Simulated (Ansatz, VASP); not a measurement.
# One calculation of Ti, two programs

```
CELL_PARAMETERS angstrom
-1.67318 1.67318 1.67318
1.67318 -1.67318 1.67318
1.67318 1.67318 -1.67318
ATOMIC_POSITIONS crystal
Ti 0.00000 0.00000 0.00000
```

Change from the starting cell: volume scaled by 1.06.

Alike in both runs: task single point; functional PBEsol; k mesh 14 × 14 × 14; occupations fermi-dirac, width 0.05 eV; no spin polarisation.

```csv
,VASP,Ansatz
version,VASP 6.6.1,Ansatz 0.2.0
potentials or method,"VASP PAW PBE potentials, release 64 (Ti_sv), cutoff 520 eV","all-electron LAPW, scalar-relativistic"
```

VASP gave:

| Quantity | Value |
| --- | --- |
| pressure (GPa) | -11.5 |

Task: Estimate Ansatz's values.

Result: Pressure (GPa): -11.4.

VASP's potentials were made for PBE, not for PBEsol. Ansatz ran all-electron here, and VASP with PAW potentials.
